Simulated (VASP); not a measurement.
# Ti (P6_3/mmc) in VASP: single point with r2SCAN

Aim: the single point of Ti with r2SCAN.

Everything below comes from runs of VASP 6.6.1. Logs are shortened: lines on timing, memory, paths and dates and some standing lists are left out, and cuts for length are marked.

## 1. The cell of the first run

The structure is hexagonal, space group P6_3/mmc (No. 194). The conventional cell has a = 2.904 Å, b = 2.904 Å, c = 4.679 Å, α = 90.00°, β = 90.00°, γ = 120.00°. Ti (site symmetry -6m2) has 12 Ti at 2.88 to 2.90 Å within 3.8 Å.

## 2. Single point, r2SCAN

POSCAR

```
Ti
1.0
    2.9036957661      0.0000000000      0.0000000000
   -1.4518478830      2.5146742983      0.0000000000
    0.0000000000      0.0000000000      4.6786239888
Ti
2
Direct
    0.3333333333      0.6666666667      0.2500000000
    0.6666666667      0.3333333333      0.7500000000
```

INCAR.step1

```
SYSTEM = Ti
ALGO = Normal ; EDIFF = 1E-4
ENCUT = 520 ; GGA = PE
ISMEAR = 0 ; LASPH = .True.
LCHARG = .False. ; LREAL = .False.
LWAVE = .True. ; NBANDS = 19
NELM = 80 ; PREC = Accurate
SIGMA = 0.1
```

INCAR.step2

```
SYSTEM = Ti
ALGO = Normal ; EDIFF = 1E-7
ENCUT = 520 ; ISIF = 2
ISMEAR = 0 ; ISTART = 1
LASPH = .True. ; LCHARG = .True.
LELF = .True. ; LMIXTAU = .True.
LREAL = .False. ; LVHAR = .True.
LWAVE = .False. ; METAGGA = R2SCAN
NBANDS = 19 ; NELM = 80
PREC = Accurate ; SIGMA = 0.1
```

KPOINTS

```
k-points
0
Gamma
  12 12 8
  0 0 0
```

Potentials or basis: VASP PAW PBE potentials, release 64 (Ti_sv).

Launch:

```sh
cat potpaw_PBE.64/Ti_sv/POTCAR > POTCAR
cp INCAR.step1 INCAR
mpirun -np 1 vasp_std > vasp.out
cp INCAR.step2 INCAR
mpirun -np 1 vasp_std > vasp.out
```

OUTCAR:

```text
SYSTEM = Ti
   EDIFF = 1E-7
   ENCUT = 520
   ISIF = 2
   ISMEAR = 0
   ISTART = 1
   LASPH = .True.
   LREAL = .False.
   METAGGA = R2SCAN
   NELM = 80
   PREC = Accurate

 ion  position               nearest neighbor table
   1  0.333  0.667  0.250-   2 2.88   2 2.88   2 2.88   2 2.88   2 2.88   2 2.88
   2  0.667  0.333  0.750-   1 2.88   1 2.88   1 2.88   1 2.88   1 2.88   1 2.88

  LATTYP: Found a hexagonal cell.
 ALAT       =     2.9036957661
 C/A-ratio  =     1.6112652170

  Lattice vectors:

 A1 = (   2.9036957661,   0.0000000000,   0.0000000000)
 A2 = (  -1.4518478830,   2.5146742983,   0.0000000000)
 A3 = (   0.0000000000,   0.0000000000,   4.6786239888)

Analysis of symmetry for initial positions (statically):
=====================================================================
 Subroutine PRICEL returns:
 Original cell was already a primitive cell.

 Routine SETGRP: Setting up the symmetry group for a
 hexagonal supercell.

 Subroutine GETGRP returns: Found 24 space group operations
 (whereof 12 operations were pure point group operations)
 out of a pool of 24 trial point group operations.

The static configuration has the point symmetry D_3d.
 The point group associated with its full space group is D_6h.

Analysis of symmetry for dynamics (positions and initial velocities):
=====================================================================
 Subroutine PRICEL returns:
 Original cell was already a primitive cell.

 Routine SETGRP: Setting up the symmetry group for a
 hexagonal supercell.

 Subroutine GETGRP returns: Found 24 space group operations
 (whereof 12 operations were pure point group operations)
 out of a pool of 24 trial point group operations.

The dynamic configuration has the point symmetry D_3d.
 The point group associated with its full space group is D_6h.

 Subroutine INISYM returns: Found 24 space group operations
 (whereof 12 operations are pure point group operations),
 and found     1 'primitive' translations

----------------------------------------------------------------------------------------

                                     Primitive cell

  volume of cell :      34.1626

  direct lattice vectors                    reciprocal lattice vectors
     2.903695766  0.000000000  0.000000000     0.344388697  0.198832907  0.000000000
    -1.451847883  2.514674298  0.000000000     0.000000000  0.397665813  0.000000000
     0.000000000  0.000000000  4.678623989     0.000000000  0.000000000  0.213738057

  length of vectors
[... 81 lines left out ...]
   NELM   =     80;   NELMIN=  2; NELMDL=  0     # of ELM steps
   EDIFF  = 0.1E-06   stopping-criterion for ELM
   LREAL  =      F    real-space projection
   EDIFFG = 0.1E-05   stopping-criterion for IOM
   NSW    =      0    number of steps for IOM
   IBRION =     -1    ionic relax: 0-MD 1-quasi-New 2-CG
   NFREE  =      0    steps in history (QN), initial steepest desc. (CG)
   ISIF   =      2    stress and relaxation
   ISYM   =      2    0-nonsym 1-usesym 2-fastsym
   POTIM  = 0.5000    time-step for ionic-motion
   TEBEG  =    0.0;   TEEND  =   0.0 temperature during run
   PSTRESS=    0.0 pullay stress
   NELECT =      24.0000    total number of electrons
   NUPDOWN=      -1.0000    fix difference up-down
   EMIN   =  10.00;   EMAX   =-10.00  energy-range for DOS
   EFERMI =   0.00;   METHOD = LEGACY
   ISMEAR =     0;   SIGMA  =   0.10  broadening in eV -4-tet -1-fermi 0-gaus
   EFERMI_NEDOS =   21; number of points for ismear=-14 and -15
   IALGO  =     38    algorithm
   IMIX   =      4    mixing-type and parameters
     AMIX     =   0.40;   BMIX     =  1.00
     AMIX_MAG =   1.60;   BMIX_MAG =  1.00
  volume/ion in A,a.u.               =      17.08       115.27
  Fermi-wavevector in a.u.,A,eV,Ry     =   1.455330  2.750176 28.816954  2.117986
  Thomas-Fermi vector in A             =   2.572377
   LORBIT       =      0    0 simple, 1 ext, 2 COOP (PROOUT), +10 PAW based schemes
   METAGGA = R2SCAN    functional components
   LHFCALC =     F    Hartree Fock is set to
   AEXX    =    0.0000 exact exchange contribution
   IVDW    =     0    specifies the selected vdW correction
   LEPSILON=     F    determine dielectric tensor
   LRPA    =     F    only Hartree local field effects (RPA)
 non-spin polarized calculation
 Gauss-broadening in eV      SIGMA  =   0.10
  energy-cutoff  :      520.00
  volume of cell :       34.16
 maximum number of plane-waves:       954
 NGX is ok and might be reduce to    24
   NGX = 11   NGY = 11   NGZ = 17

 number of electron      23.9999995 magnetization

 Free energy of the ion-electron system (eV)
  ---------------------------------------------------
  ext. energy  EPLUGINS =         0.00000000
  ---------------------------------------------------
  free energy    TOTEN  =       -25.89812115 eV

  energy without entropy =      -25.88975837  energy(sigma->0) =      -25.89393976

 E-fermi :   8.5913     XC(G=0): -12.4824

 val. band max:        8.5812939289   @ k =   0.3333   0.3333   0.2500
 cond. band min:       8.6060510336   @ k =   0.1667  -0.0000   0.0000
 fundamental gap:      0.0247571047
 Fermi energy:         8.5913320725

 k-point     1 :       0.0000    0.0000    0.0000
  band No.  band energies     occupation
      1     -50.6255      2.00000
      2     -50.4814      2.00000
      3     -26.1921      2.00000
      4     -25.4912      2.00000
      5     -25.4912      2.00000
      6     -25.4406      2.00000
[... 505 lines left out ...]
      6     -25.6070      2.00000
[... 11 lines left out ...]
     18      11.6025      0.00000
     19      12.3442      0.00000

 [... further k-points ...]

------------------------ aborting loop because EDIFF is reached ----------------------------------------

  FORCE on cell =-STRESS in cart. coord.  units (eV):
  Direction    XX          YY          ZZ          XY          YZ          ZX
  --------------------------------------------------------------------------------------
  -------------------------------------------------------------------------------------
  Total        0.5911625      0.5911625      0.0815777      0.0000000     -0.0000000      0.0000000
  in kB       27.7246733     27.7246733      3.8258757      0.0000000     -0.0000000      0.0000000
  external PRESSURE =      19.7584074 kB  Pullay stress =       0.0000000 kB

 VOLUME and BASIS-vectors are now :
 -----------------------------------------------------------------------------
  energy-cutoff  :      520.00
  volume of cell :       34.16
      direct lattice vectors                 reciprocal lattice vectors
     2.903695766  0.000000000  0.000000000     0.344388697  0.198832907  0.000000000
    -1.451847883  2.514674298  0.000000000     0.000000000  0.397665813  0.000000000
     0.000000000  0.000000000  4.678623989     0.000000000  0.000000000  0.213738057

 POSITION                                       TOTAL-FORCE (eV/Angst)
 -----------------------------------------------------------------------------------
     -0.00000      1.67645      1.16966        -0.000000      0.000000      0.000000
      1.45185      0.83822      3.50897         0.000000     -0.000000      0.000000
 -----------------------------------------------------------------------------------
    total drift:                               -0.000000      0.000000     -0.000000

  FREE ENERGIE OF THE ION-ELECTRON SYSTEM (eV)
  ---------------------------------------------------
  free  energy   TOTEN  =       -25.8981211487 eV

  energy  without entropy=      -25.8897583735  energy(sigma->0) =      -25.89393976
```

OUTCAR.step1:

```text
SYSTEM = Ti
   EDIFF = 1E-4
   ENCUT = 520
   GGA = PE
   ISMEAR = 0
   LASPH = .True.
   LREAL = .False.
[... 752 lines left out ...]
     -0.00000      1.67645      1.16966         0.000000      0.000000      0.000000
      1.45185      0.83822      3.50897        -0.000000     -0.000000      0.000000
 -----------------------------------------------------------------------------------
    total drift:                               -0.000000      0.000000     -0.000000

  FREE ENERGIE OF THE ION-ELECTRON SYSTEM (eV)
  ---------------------------------------------------
  free  energy   TOTEN  =       -15.6712546450 eV

  energy  without entropy=      -15.6611978447  energy(sigma->0) =      -15.66622624
```

Run time: 2.7 min. Hardware: 1 thread of Intel Xeon Platinum 8124M at 3.00GHz (Skylake/Cascade Lake), shared host; peak memory 0.19 GiB.

Results:

* Free energy: -25.8981 eV
* Pressure: 2.0 GPa
* Band gap on the k mesh: zero (bands 12 and 13 overlap by 1.21 eV)

Levels at points of the mesh, in eV from the Fermi level:
```tsv
k point	band 10	band 11	band 12	band 13	band 14	band 15
(0.00, 0.00, 0.00)	-2.93	0.42	0.86	0.88	0.88	1.40
(0.50, 0.00, 0.00)	-2.34	-2.02	-0.77	0.63	0.69	1.20
(0.00, 0.00, 0.50)	-4.75	-0.03	-0.03	0.82	0.82	0.82
(0.50, 0.00, 0.50)	-2.74	-0.94	-0.94	1.29	1.29	1.98
```

Caveat: the PAW data sets were made with another functional, which shifts forces and pressure a little.
